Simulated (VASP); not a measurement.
# K2ZrO2: single point with PBE

Crystal: K2ZrO2.

```
CELL_PARAMETERS angstrom
-2.25278 3.63825 3.64725
2.25278 -3.63825 3.64725
2.25278 3.63825 -3.64725
ATOMIC_POSITIONS crystal
K 0.22207 0.72207 0.50000
K 0.77793 0.27793 0.50000
Zr 0.00000 0.00000 0.00000
O 0.30231 0.00000 0.30231
O 0.69769 0.00000 0.69769
```

The cell was built from a structure type or drawn by symmetry, and may not be a known phase.

| Quantity | Value |
| --- | --- |
| Program | VASP 6.6.1 |
| Task | single point |
| Functional | PBE |
| Potentials or basis | VASP PAW PBE potentials, release 64 (K_sv, Zr_sv, O) |
| Cutoff | 520 eV |
| k mesh | 4 × 4 × 4 |
| Occupations | gaussian, width 0.1 eV |
| Spin | no spin polarisation |
| Dipole correction | no |
| Further INCAR settings | ALGO = Normal; EDIFF = 1e-07; NBANDS = 29 |

| Quantity | Value |
| --- | --- |
| Pressure | -1.4 GPa |
| Largest force | 4.566 eV/Å |
| Band gap on the k mesh | zero (bands 21 and 22 overlap by 0.31 eV) |

Forces in eV/Å, atoms in the order of the input:
```
K    0.000  0.000  2.340
K    0.000  0.000 -2.340
Zr   0.000  0.000  0.000
O    0.000 -4.566  0.000
O    0.000  4.566  0.000
```

Stress tensor (GPa, compression positive):
```
  8.39   0.00   0.00
  0.00 -19.94   0.00
  0.00   0.00   7.29
```

Levels at points of the mesh, in eV from the Fermi level:
```csv
k point,band 19,band 20,band 21,band 22,band 23,band 24
"(0.00, 0.00, 0.00)",-1.75,-1.15,-0.86,-0.22,0.95,2.04
"(0.50, 0.00, 0.00)",-2.04,-1.63,-0.45,-0.05,0.92,1.86
"(0.00, 0.50, 0.00)",-1.83,-1.21,0.00,0.40,1.13,1.75
"(0.50, 0.50, 0.00)",-1.99,-1.95,0.03,0.43,1.13,1.68
"(0.50, 0.50, 0.50)",-1.84,-1.31,-0.51,0.07,0.93,1.85
```

Wall time 2.3 min on 1 thread of AMD EPYC 7R13, with other jobs on the host, peak memory 0.25 GiB.

Caveat: the k points lie up to 0.41 Å⁻¹ apart; forces of over 1 eV/Å act on the atoms, so gaps and moduli don't describe the material at rest.
